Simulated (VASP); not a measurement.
Input of a VASP 6.6.1 run:

Contents of INCAR:

```
ALGO     = Normal         # electronic algorithm
EDIFF    = 1E-6           # SCF threshold, eV
ENCUT    = 520            # plane-wave cutoff, eV
ISIF     = 2              # what is computed and relaxed
ISMEAR   = 0              # smearing method
LASPH    = True           # aspherical terms in the spheres
LCHARG   = False          # write CHGCAR
LREAL    = False          # projectors in reciprocal space
LWAVE    = False          # write WAVECAR
NBANDS   = 36             # bands
NELM     = 80             # most SCF steps
PREC     = Accurate       # precision mode
SIGMA    = 0.05           # smearing width, eV
```

The input KPOINTS:

```
k-points
0
Gamma
  9 9 2
```

The input POSCAR:

```
MgO
1.0
    2.0806186598     -2.0806186598      0.0000000000
    2.0806186598      0.0000000000     -2.0806186598
    8.9583690692      8.1781370718      7.3979050744
Mg O
6 6
Direct
    1.0000000000     -0.1431069186      0.3816184496
    0.3333333333      0.2538294897      0.2120102498
    0.6666666667      0.4599566732      0.5512266494
    1.0000000000      0.6660838566      0.8904430490
    0.3333333333      0.0630202649      0.7208348492
    0.6666666667      0.6507658979      0.0424020500
    0.6666666667      0.5553612855      0.2968143497
    0.0000000000     -0.0477023062      0.1272061499
    0.3333333333      0.1584248773      0.4664225495
    0.6666666667      0.3645520608      0.8056389491
    1.0000000000      0.7614884690      0.6360307493
    0.3333333333     -0.0323843475      0.9752471489
```

Potentials or basis: VASP PAW LDA potentials, release 64 (Mg, O).

Launch:

```bash
$ cat potpaw_LDA.64/Mg/POTCAR potpaw_LDA.64/O/POTCAR > POTCAR
$ mpirun -np 1 vasp_std > vasp.out
```

Q: Estimate the pressure.

A: 24.3 GPa.

Q: What does it give for the largest force?

A: 36.807 eV/Å.

Q: What does it give for the band gap on the k mesh?

A: 4.37 eV, direct.

Stress tensor (GPa, compression positive):
```
14.48 -1.38 31.57
-1.38  5.26  0.87
31.57  0.87 53.13
```

Caveat: forces of over 1 eV/Å act on the atoms, so gaps and moduli don't describe the material at rest. A hybrid or GW would open this gap; LDA tends to underestimate it.
